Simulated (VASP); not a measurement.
# AlRu (Pm-3m) in VASP: further runs

AlRu is run at these levels: r2SCAN; tasks: single point.

Everything below comes from runs of VASP 6.6.1. Logs are shortened: lines on timing, memory, paths and dates and some standing lists are left out, and cuts for length are marked.

## 1. The cell of the first run

It takes space group Pm-3m (No. 221, cubic). The conventional cell has a = 2.910 Å, b = 2.910 Å, c = 2.910 Å, α = 90.00°, β = 90.00°, γ = 90.00°. Al (site symmetry m-3m) has 8 Ru at 2.52 Å and 6 Al at 2.91 Å within 3.3 Å. Ru (site symmetry m-3m) has 8 Al at 2.52 Å and 6 Ru at 2.91 Å within 3.3 Å.

## 2. Single point, r2SCAN

Contents of POSCAR:

```
AlRu
1.0
    2.9095967325      0.0000000000      0.0000000000
    0.0000000000      2.9095967325      0.0000000000
    0.0000000000      0.0000000000      2.9095967325
Al Ru
1 1
Direct
    0.0000000000      0.0000000000      0.0000000000
    0.5000000000      0.5000000000      0.5000000000
```

Contents of INCAR.step1:

```
ALGO     = Normal         # electronic algorithm
EDIFF    = 1E-4           # SCF threshold, eV
ENCUT    = 520            # plane-wave cutoff, eV
GGA      = PE             # functional
ISMEAR   = -1             # smearing method
LASPH    = T              # aspherical terms in the spheres
LCHARG   = F              # write CHGCAR
LREAL    = F              # projectors in reciprocal space
LWAVE    = T              # write WAVECAR
NBANDS   = 16             # bands
NELM     = 60             # most SCF steps
PREC     = Accurate       # precision mode
SIGMA    = 0.1            # smearing width, eV
```

Contents of INCAR.step2:

```
ALGO     = Normal         # electronic algorithm
EDIFF    = 1E-6           # SCF threshold, eV
ENCUT    = 520            # plane-wave cutoff, eV
ISIF     = 2              # what is computed and relaxed
ISMEAR   = -1             # smearing method
ISTART   = 1            
LASPH    = T              # aspherical terms in the spheres
LCHARG   = F              # write CHGCAR
LMIXTAU  = T            
LREAL    = F              # projectors in reciprocal space
LWAVE    = F              # write WAVECAR
METAGGA  = R2SCAN         # meta-GGA
NBANDS   = 16             # bands
NELM     = 60             # most SCF steps
PREC     = Accurate       # precision mode
SIGMA    = 0.1            # smearing width, eV
```

Contents of KPOINTS:

```
k-points
0
Gamma
  10 10 10
```

Potentials or basis: VASP PAW PBE potentials, release 64 (Al, Ru_pv).

Command:

```console
$ cat potpaw_PBE.64/Al/POTCAR potpaw_PBE.64/Ru_pv/POTCAR > POTCAR
$ cp INCAR.step1 INCAR
$ mpirun -np 1 vasp_std > vasp.out
$ cp INCAR.step2 INCAR
$ mpirun -np 1 vasp_std > vasp.out
```

OUTCAR:

```text
EDIFF = 1E-6
   ENCUT = 520
   ISIF = 2
   ISMEAR = -1
   ISTART = 1
   LASPH = T
   LREAL = F
   METAGGA = R2SCAN
   NELM = 60
   PREC = Accurate

 ion  position               nearest neighbor table
   1  0.000  0.000  0.000-   2 2.52   2 2.52   2 2.52   2 2.52   2 2.52   2 2.52   2 2.52   2 2.52

   2  0.500  0.500  0.500-   1 2.52   1 2.52   1 2.52   1 2.52   1 2.52   1 2.52   1 2.52   1 2.52

  LATTYP: Found a simple cubic cell.
 ALAT       =     2.9095967325

  Lattice vectors:

 A1 = (   2.9095967325,   0.0000000000,   0.0000000000)
 A2 = (   0.0000000000,   2.9095967325,   0.0000000000)
 A3 = (   0.0000000000,   0.0000000000,   2.9095967325)

Analysis of symmetry for initial positions (statically):
=====================================================================
 Subroutine PRICEL returns:
 Original cell was already a primitive cell.

 Routine SETGRP: Setting up the symmetry group for a
 simple cubic supercell.

 Subroutine GETGRP returns: Found 48 space group operations
 (whereof 48 operations were pure point group operations)
 out of a pool of 48 trial point group operations.

The static configuration has the point symmetry O_h .

Analysis of symmetry for dynamics (positions and initial velocities):
=====================================================================
 Subroutine PRICEL returns:
 Original cell was already a primitive cell.

 Routine SETGRP: Setting up the symmetry group for a
 simple cubic supercell.

 Subroutine GETGRP returns: Found 48 space group operations
 (whereof 48 operations were pure point group operations)
 out of a pool of 48 trial point group operations.

The dynamic configuration has the point symmetry O_h .

 Subroutine INISYM returns: Found 48 space group operations
 (whereof 48 operations are pure point group operations),
 and found     1 'primitive' translations

----------------------------------------------------------------------------------------

                                     Primitive cell

  volume of cell :      24.6319

  direct lattice vectors                    reciprocal lattice vectors
     2.909596732  0.000000000  0.000000000     0.343690240  0.000000000  0.000000000
     0.000000000  2.909596732  0.000000000     0.000000000  0.343690240  0.000000000
     0.000000000  0.000000000  2.909596732     0.000000000  0.000000000  0.343690240

  length of vectors
     2.909596732  2.909596732  2.909596732     0.343690240  0.343690240  0.343690240

[... 74 lines left out ...]
   ISPIN  =      1    spin polarized calculation?
   LNONCOLLINEAR =      F non collinear calculations
   LSORBIT =      F    spin-orbit coupling
   LASPH  =      T    aspherical Exc in radial PAW
   ENCUT  =  520.0 eV  38.22 Ry    6.18 a.u.   5.41  5.41  5.41*2*pi/ulx,y,z
   NELM   =     60;   NELMIN=  2; NELMDL=  0     # of ELM steps
   EDIFF  = 0.1E-05   stopping-criterion for ELM
   LREAL  =      F    real-space projection
   EDIFFG = 0.1E-04   stopping-criterion for IOM
   NSW    =      0    number of steps for IOM
   IBRION =     -1    ionic relax: 0-MD 1-quasi-New 2-CG
   NFREE  =      0    steps in history (QN), initial steepest desc. (CG)
   ISIF   =      2    stress and relaxation
   ISYM   =      2    0-nonsym 1-usesym 2-fastsym
   POTIM  = 0.5000    time-step for ionic-motion
   TEBEG  =    0.0;   TEEND  =   0.0 temperature during run
   PSTRESS=    0.0 pullay stress
   NELECT =      17.0000    total number of electrons
   NUPDOWN=      -1.0000    fix difference up-down
   EMIN   =  10.00;   EMAX   =-10.00  energy-range for DOS
   EFERMI =   0.00;   METHOD = LEGACY
   ISMEAR =    -1;   SIGMA  =   0.10  broadening in eV -4-tet -1-fermi 0-gaus
   EFERMI_NEDOS =   21; number of points for ismear=-14 and -15
   IALGO  =     38    algorithm
   IMIX   =      4    mixing-type and parameters
     AMIX     =   0.40;   BMIX     =  1.00
     AMIX_MAG =   1.60;   BMIX_MAG =  1.00
  volume/ion in A,a.u.               =      12.32        83.11
  Fermi-wavevector in a.u.,A,eV,Ry     =   1.446744  2.733950 28.477919  2.093068
  Thomas-Fermi vector in A             =   2.564778
   LORBIT       =      0    0 simple, 1 ext, 2 COOP (PROOUT), +10 PAW based schemes
   METAGGA = R2SCAN    functional components
   LHFCALC =     F    Hartree Fock is set to
   AEXX    =    0.0000 exact exchange contribution
   IVDW    =     0    specifies the selected vdW correction
   LEPSILON=     F    determine dielectric tensor
   LRPA    =     F    only Hartree local field effects (RPA)
 non-spin polarized calculation
  energy-cutoff  :      520.00
  volume of cell :       24.63
 maximum number of plane-waves:       691
 NGX is ok and might be reduce to    24
   NGX = 11   NGY = 11   NGZ = 11

 number of electron      17.0000002 magnetization

 Free energy of the ion-electron system (eV)
  ---------------------------------------------------
  ext. energy  EPLUGINS =         0.00000000
  ---------------------------------------------------
  free energy    TOTEN  =       -33.53002433 eV

  energy without entropy =      -33.48693329  energy(sigma->0) =      -33.50847881

 E-fermi :  11.8218     XC(G=0): -14.0888

 val. band max:       11.8114679709   @ k =   0.1000   0.1000   0.0000
 cond. band min:      11.8425604908   @ k =   0.2000   0.1000   0.0000
 fundamental gap:      0.0310925199
 Fermi energy:        11.8218309844

 k-point     1 :       0.0000    0.0000    0.0000
  band No.  band energies     occupation
      1     -31.3120      2.00000
      2     -31.3120      2.00000
      3     -31.3120      2.00000
      4       1.1142      2.00000
      5       7.6033      2.00000
      6       7.6033      2.00000
[... 433 lines left out ...]
      3     -31.3198      2.00000
      4       3.3054      2.00000
      5       7.7915      2.00000
      6       8.3676      2.00000
[... 8 lines left out ...]
     15      27.2519      0.00000
     16      28.0620      0.00000

 [... further k-points ...]
[... 5 lines left out ...]
  --------------------------------------------------------------------------------------
  -------------------------------------------------------------------------------------
  Total        3.0304712      3.0304712      3.0304712      0.0000000      0.0000000     -0.0000000
  in kB      197.1162111    197.1162111    197.1162111      0.0000000      0.0000000     -0.0000000
  external PRESSURE =     197.1162111 kB  Pullay stress =       0.0000000 kB

 VOLUME and BASIS-vectors are now :
 -----------------------------------------------------------------------------
  energy-cutoff  :      520.00
  volume of cell :       24.63
      direct lattice vectors                 reciprocal lattice vectors
     2.909596732  0.000000000  0.000000000     0.343690240  0.000000000  0.000000000
     0.000000000  2.909596732  0.000000000     0.000000000  0.343690240  0.000000000
     0.000000000  0.000000000  2.909596732     0.000000000  0.000000000  0.343690240

 POSITION                                       TOTAL-FORCE (eV/Angst)
 -----------------------------------------------------------------------------------
      0.00000      0.00000      0.00000         0.000000      0.000000      0.000000
      1.45480      1.45480      1.45480         0.000000      0.000000      0.000000
 -----------------------------------------------------------------------------------
    total drift:                                0.000000     -0.000000     -0.000000

  FREE ENERGIE OF THE ION-ELECTRON SYSTEM (eV)
  ---------------------------------------------------
  free  energy   TOTEN  =       -33.5300243277 eV

  energy  without entropy=      -33.4869332878  energy(sigma->0) =      -33.50847881
```

OUTCAR.step1:

```text
EDIFF = 1E-4
   ENCUT = 520
   GGA = PE
   ISMEAR = -1
   LASPH = T
   LREAL = F
[... 676 lines left out ...]
 -----------------------------------------------------------------------------------
      0.00000      0.00000      0.00000         0.000000      0.000000      0.000000
      1.45480      1.45480      1.45480         0.000000      0.000000      0.000000
 -----------------------------------------------------------------------------------
    total drift:                                0.000000     -0.000000     -0.000000

  FREE ENERGIE OF THE ION-ELECTRON SYSTEM (eV)
  ---------------------------------------------------
  free  energy   TOTEN  =       -14.1155894717 eV

  energy  without entropy=      -14.0696538727  energy(sigma->0) =      -14.09262167
```

OSZICAR.step1:

```text
N       E                     dE             d eps       ncg     rms          rms(c)
DAV:   1     0.118290618221E+03    0.11829E+03   -0.91781E+03  1856   0.994E+02
DAV:   2    -0.128796376026E+02   -0.13117E+03   -0.12484E+03  2144   0.298E+02
DAV:   3    -0.147923808517E+02   -0.19127E+01   -0.19071E+01  2320   0.373E+01
DAV:   4    -0.148052349199E+02   -0.12854E-01   -0.12843E-01  2216   0.323E+00
DAV:   5    -0.148053955746E+02   -0.16065E-03   -0.16065E-03  2104   0.354E-01    0.147E+01
DAV:   6    -0.141801598067E+02    0.62524E+00   -0.21345E+00  1928   0.161E+01    0.276E+00
DAV:   7    -0.141302125172E+02    0.49947E-01   -0.12826E-01  1880   0.409E+00    0.255E+00
DAV:   8    -0.141157609040E+02    0.14452E-01   -0.13107E-02  2088   0.995E-01    0.196E-01
DAV:   9    -0.141155953155E+02    0.16559E-03   -0.40571E-04  2152   0.202E-01    0.137E-01
DAV:  10    -0.141155894717E+02    0.58438E-05   -0.22357E-05  1120   0.536E-02
   1 F= -.14115589E+02 E0= -.14092622E+02  d E =-.459356E-01
```

It took 2.2 min on 1 thread of AMD EPYC 7R43 (Zen 3), shared host; peak memory 0.12 GiB.

Results:

| Property | Result |
| --- | --- |
| Free energy | -33.5300 eV |
| Pressure | 19.7 GPa |

Caveat: the PAW data sets were made with another functional, which shifts forces and pressure a little.

## 3. Single point, r2SCAN

This run uses another cell than the first one, of 12.67 Å³/atom, 1.029 times its volume.

Contents of POSCAR:

```
AlRu
1.0
    2.9374414553      0.0000000000      0.0000000000
    0.0000000000      2.9374414553      0.0000000000
    0.0000000000      0.0000000000      2.9374414553
Al Ru
1 1
Direct
    0.0000000000      0.0000000000      0.0000000000
    0.5000000000      0.5000000000      0.5000000000
```

Contents of INCAR.step1:

```
SYSTEM = AlRu
PREC     = Accurate       ! precision mode
ENCUT    = 520            ! plane-wave cutoff, eV
ISMEAR   = -1             ! smearing method
SIGMA    = 0.1            ! smearing width, eV
LREAL    = .False.        ! projectors in reciprocal space
LASPH    = .True.         ! aspherical terms in the spheres
NELM     = 80             ! most SCF steps
NBANDS   = 16             ! bands
GGA      = PE             ! functional
ALGO     = Normal         ! electronic algorithm
EDIFF    = 1E-4           ! SCF threshold, eV
LWAVE    = .True.         ! write WAVECAR
LCHARG   = .False.        ! write CHGCAR
```

Contents of INCAR.step2:

```
SYSTEM = AlRu
PREC     = Accurate       ! precision mode
ENCUT    = 520            ! plane-wave cutoff, eV
EDIFF    = 1E-7           ! SCF threshold, eV
ISMEAR   = -1             ! smearing method
SIGMA    = 0.1            ! smearing width, eV
LREAL    = .False.        ! projectors in reciprocal space
LASPH    = .True.         ! aspherical terms in the spheres
NELM     = 80             ! most SCF steps
ALGO     = Normal         ! electronic algorithm
ISIF     = 2              ! what is computed and relaxed
LWAVE    = .False.        ! write WAVECAR
LCHARG   = .False.        ! write CHGCAR
METAGGA  = R2SCAN         ! meta-GGA
LMIXTAU  = .True.       
NBANDS   = 16             ! bands
ISTART   = 1
```

Contents of KPOINTS:

```
Automatic mesh
0
Gamma
  10 10 10
  0 0 0
```

Potentials or basis: VASP PAW PBE potentials, release 64 (Al, Ru_pv).

Command:

```console
$ cat potpaw_PBE.64/Al/POTCAR potpaw_PBE.64/Ru_pv/POTCAR > POTCAR
$ cp INCAR.step1 INCAR
$ mpirun -np 1 vasp_std > vasp.out
$ cp INCAR.step2 INCAR
$ mpirun -np 1 vasp_std > vasp.out
```

Run time: 2.8 min. Hardware: 1 thread of AMD EPYC 7R43 (Zen 3), shared host; peak memory 0.12 GiB.

It converged, with:

- Free energy: -33.5996 eV
- Pressure: 11.5 GPa

Levels at points of the mesh, in eV from the Fermi level:
```tsv
k point	band 6	band 7	band 8	band 9	band 10	band 11	band 12	band 13
(0.00, 0.00, 0.00)	-4.04	0.15	0.15	0.15	6.77	6.77	6.77	10.39
(0.50, 0.00, 0.00)	-3.09	-1.85	-1.85	0.44	2.70	7.67	10.39	11.88
(0.50, 0.50, 0.00)	-1.54	-1.54	-1.39	-1.39	1.84	6.02	7.33	10.39
(0.50, 0.50, 0.50)	-5.28	1.95	1.95	3.53	4.44	4.44	4.44	9.49
```

Caveat: the PAW data sets were made with another functional, which shifts forces and pressure a little.

## 4. Single point, r2SCAN

This run uses another cell than the first one, of 13.03 Å³/atom, 1.058 times its volume.

Contents of POSCAR:

```
AlRu
1.0
    2.9647680613      0.0000000000      0.0000000000
    0.0000000000      2.9647680613      0.0000000000
    0.0000000000      0.0000000000      2.9647680613
Al Ru
1 1
Direct
    0.0000000000      0.0000000000      0.0000000000
    0.5000000000      0.5000000000      0.5000000000
```

Contents of INCAR.step1:

```
PREC = Accurate ; ENCUT = 520
ISMEAR = -1 ; SIGMA = 0.1
LREAL = F ; LASPH = T
NELM = 100 ; NBANDS = 16
GGA = PE ; ALGO = Normal
EDIFF = 1E-4 ; LWAVE = T
LCHARG = F
```

Contents of INCAR.step2:

```
PREC = Accurate ; ENCUT = 520
EDIFF = 1E-6 ; ISMEAR = -1
SIGMA = 0.1 ; LREAL = F
LASPH = T ; NELM = 100
ALGO = Normal ; ISIF = 2
LWAVE = F ; LCHARG = F
METAGGA = R2SCAN ; LMIXTAU = T
NBANDS = 16 ; ISTART = 1
```

Contents of KPOINTS:

```
regular mesh
0
Gamma
  10 10 10
```

Command:

```console
$ cat potpaw_PBE.64/Al/POTCAR potpaw_PBE.64/Ru_pv/POTCAR > POTCAR
$ cp INCAR.step1 INCAR
$ mpirun -np 1 vasp_std > vasp.out
$ cp INCAR.step2 INCAR
$ mpirun -np 1 vasp_std > vasp.out
```

It took 2.5 min on 1 thread of AMD EPYC 7R43 (Zen 3), shared host; peak memory 0.12 GiB.

The run converged. Its results:

```
Free energy : -33.6350 eV
Pressure    : 4.4 GPa
```

Levels at points of the mesh, in eV from the Fermi level:
| k point | band 7 | band 8 | band 9 | band 10 | band 11 | band 12 |
| --- | --- | --- | --- | --- | --- | --- |
| (0.00, 0.00, 0.00) | 0.15 | 0.15 | 0.15 | 6.63 | 6.63 | 6.63 |
| (0.50, 0.00, 0.00) | -1.78 | -1.78 | 0.42 | 2.59 | 7.70 | 10.36 |
| (0.50, 0.50, 0.00) | -1.52 | -1.33 | -1.33 | 1.77 | 5.82 | 7.02 |
| (0.50, 0.50, 0.50) | 1.87 | 1.87 | 3.35 | 4.37 | 4.37 | 4.37 |

Caveat: the PAW data sets were made with another functional, which shifts forces and pressure a little.

## 5. The runs side by side

| cell | gap on the mesh (eV) | pressure (GPa) |
| --- | --- | --- |
| a = 2.910 Å, 2 atoms | none | 19.7 |
| a = 2.937 Å, 2 atoms | none | 11.5 |
| a = 2.965 Å, 2 atoms | none | 4.4 |

Alike in all rows: task single point; level r2SCAN; potentials or basis VASP PAW PBE potentials, release 64 (Al, Ru_pv); no spin polarisation; k mesh 10 × 10 × 10; cutoff (eV) 520; smearing fermi-dirac 0.1 eV.

Caveats: the PAW data sets were made with another functional, which shifts forces and pressure a little.

Total energies depend on the potentials used, so only differences within one code and one set of settings carry meaning.
